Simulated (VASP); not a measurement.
The system is MgS.

```
Mg S
1.0
     0.00000    2.60152    2.60152
     2.60152    0.00000    2.60152
     2.60152    2.60152    0.00000
Mg S
1 1
Cartesian
  0.0000 0.0000 0.0000
  2.6015 2.6015 2.6015
```

Base run:

* Program: VASP 6.6.1
* Functional: HSE06
* Potentials or basis: VASP PAW PBE potentials, release 64 (Mg, S)
* Cutoff: 520 eV
* k mesh: 6 × 6 × 6
* Occupations: gaussian, width 0.01 eV
* Spin: no spin polarisation

Its results: band gap on the k mesh 3.75 eV (least direct gap 4.80 eV); pressure -0.7 GPa.

Question: The run is repeated on the same cell with these changes: functional from HSE06 to PBE. What comes out?

Answer: Band gap on the k mesh 2.77 eV (least direct gap 3.71 eV); pressure 0.9 GPa.

Caveats: the PAW data sets were made with another functional, which shifts forces and pressure a little (at least some runs).

A k mesh can miss the band edges.
